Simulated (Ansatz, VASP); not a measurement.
## BeS: VASP beside Ansatz

POSCAR

```
BeS
1.0
    0.0000000000      2.4343062304      2.4343062304
    2.4184832399      0.0000000000      2.4343062304
    2.4184832399      2.4343062304      0.0000000000
Be S
1 1
Direct
    0.0000000000      0.0000000000      0.0000000000
    0.2500000000      0.2500000000      0.2500000000
```

INCAR.step1

```
SYSTEM = BeS
ALGO = Normal ; EDIFF = 1E-5
ENCUT = 520 ; GGA = PE
ISIF = 2 ; ISMEAR = 0
LASPH = .True. ; LCHARG = .False.
LREAL = .False. ; LWAVE = .True.
NBANDS = 11 ; NELM = 60
PREC = Accurate ; SIGMA = 0.01
```

The input INCAR.step2:

```
SYSTEM = BeS
ALGO = Normal ; EDIFF = 1E-6
ENCUT = 520 ; GGA = PE
HFSCREEN = 0.2079 ; ISIF = 2
ISMEAR = 0 ; ISTART = 1
LASPH = .True. ; LCHARG = .False.
LHFCALC = .True. ; LREAL = .False.
LWAVE = .False. ; NBANDS = 11
NELM = 60 ; PREC = Accurate
PRECFOCK = Normal ; SIGMA = 0.01
```

KPOINTS

```
k-points
0
Gamma
  6 6 6
  0 0 0
```

Input for Ansatz:

```yaml
crystal:
  lattice:
    - [0.0, 2.4343062304, 2.4343062304]
    - [2.4184832399, 0.0, 2.4343062304]
    - [2.4184832399, 2.4343062304, 0.0]
  atoms:
    - { symbol: Be, position: [0.0, 0.0, 0.0] }
    - { symbol: S, position: [0.25, 0.25, 0.25] }
kpoints:
  mp_grid: { grid: [6, 6, 6] }
  band_path:
    path:
      - [0.0, 0.0, 0.0]
      - [-0.5, -0.5, 0.0]
      - [-0.375, -0.375, 0.25]
      - [-0.375, 0.0, 0.375]
      - [0.0, 0.0, 0.5]
      - [-0.5, -0.25, 0.25]
      - [-0.0375, 0.0, 0.0375]
    npoints: 1
hamiltonian:
  xc: hse06
scf:
  occupations: { method: fixed }
  n_extra_bands: 4
output:
  forces: true
  stress: true
  eigenvalues: true
```

Change from the starting cell: uniaxial_x strain -0.7%.

Alike in both runs: task single point; functional HSE06; k mesh 6 × 6 × 6; no spin polarisation.

```csv
,VASP,Ansatz
version,VASP 6.6.1,Ansatz 0.2.0
potentials or method,"VASP PAW PBE potentials, release 64 (Be, S)","plane waves, PAW"
plane-wave cutoff (eV),520,420
occupations,"gaussian, width 0.01 eV",fixed
valence electrons in the cell,8,8
```

```tsv
	VASP	Ansatz	Ansatz less VASP
gap on the k mesh at the Fermi level (eV)	4.00	4.01	+0.009
pressure (GPa)	-0.4	-0.3	+0.14
traceless stress, the component that is largest in VASP (GPa)	0.44	0.44	0.000
```

Ansatz's warnings: stress exchange threshold loose, stress scf threshold loose.
